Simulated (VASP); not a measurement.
Wanted: the native input for a VASP 6.6.1 run.

* Task: single point
* Functional: PBE
* Dispersion: D3(BJ)
* Potentials or basis: VASP PAW PBE potentials, release 64 (Cd, F)
* Cutoff: 520 eV
* k mesh: 8 × 8 × 8
* Occupations: gaussian, width 0.02 eV
* Spin: no spin polarisation
* Dipole correction: no
* Further INCAR settings: ALGO = Normal; EDIFF = 1e-07; NBANDS = 20

The structure of CdF2 lies in POSCAR:

```
CdF2
1.0
    0.0000000000      2.8101151222      2.8101151222
    2.8101151222      0.0000000000      2.8101151222
    2.8101151222      2.8101151222      0.0000000000
Cd F
1 2
Direct
    0.0000000000      0.0000000000      0.0000000000
    0.2500000000      0.2500000000      0.2500000000
    0.7500000000      0.7500000000      0.7500000000
```

This cell differs from its parent crystal: volume scaled by 1.10.

These files were run (other wordings do the same):

INCAR

```
  ALGO = Normal
  EDIFF = 1E-7
  ENCUT = 520
  GGA = PE
  ISIF = 2
  ISMEAR = 0
  IVDW = 12
  LASPH = True
  LCHARG = False
  LREAL = False
  LWAVE = False
  NBANDS = 20
  NELM = 80
  PREC = Accurate
  SIGMA = 0.02
```

KPOINTS

```
k-points
0
Gamma
  8 8 8
```

Potentials or basis: VASP PAW PBE potentials, release 64 (Cd, F).

The run is started by

```bash
$ cat potpaw_PBE.64/Cd/POTCAR potpaw_PBE.64/F/POTCAR > POTCAR
$ mpirun -np 1 vasp_std > vasp.out
```

Results of the run:

```json
{"Pressure": "-7.2 GPa", "Band gap on the k mesh": "2.62 eV, indirect (least direct gap 3.25 eV)", "Dispersion energy per atom": "-0.147 eV"}
```

It took 17 s on 1 thread of Intel(R) Xeon(R) Platinum 8559C (Emerald Rapids) (shared host), peak memory 0.18 GiB.
